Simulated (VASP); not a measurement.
Write the native input for VASP 6.6.1 that does the following.

- Task: single point
- Functional: LDA
- Potentials or basis: VASP PAW LDA potentials, release 64 (Zn)
- Cutoff: 520 eV
- k mesh: 19 × 19 × 19
- Occupations: fermi-dirac, width 0.1 eV
- Spin: no spin polarisation
- Dipole correction: no
- Further INCAR settings: ALGO = Normal; EDIFF = 1e-06; NBANDS = 12

The structure of Zn lies in POSCAR:

```
Zn
1.0
   -1.4495113593      1.4495113593      1.4495113593
    1.4495113593     -1.4495113593      1.4495113593
    1.4495113593      1.4495113593     -1.4495113593
Zn
1
Direct
    0.0000000000      0.0000000000      0.0000000000
```

These files were run (other wordings do the same):

INCAR

```
SYSTEM = Zn
  PREC = Accurate
  ENCUT = 520
  EDIFF = 1E-6
  ISMEAR = -1
  SIGMA = 0.1
  LREAL = .False.
  LASPH = .True.
  NELM = 60
  ALGO = Normal
  ISIF = 2
  LWAVE = .False.
  LCHARG = .False.
  NBANDS = 12
```

KPOINTS

```
Automatic mesh
0
Gamma
  19 19 19
  0 0 0
```

Potentials or basis: VASP PAW LDA potentials, release 64 (Zn).

Command:

```sh
$ cat potpaw_LDA.64/Zn/POTCAR > POTCAR
$ mpirun -np 1 vasp_std > vasp.out
```

Results of the run:

| Property | Result |
| --- | --- |
| Pressure | 16.1 GPa |
| Band gap on the k mesh | zero (band 6 reaches 8.90 eV, above the bottom of band 7 at 4.30 eV) |

Wall time 21 s on 1 thread of Intel(R) Xeon(R) Platinum 8259CL CPU @ 2.50GHz (Skylake/Cascade Lake), with other jobs on the host, peak memory 0.14 GiB.
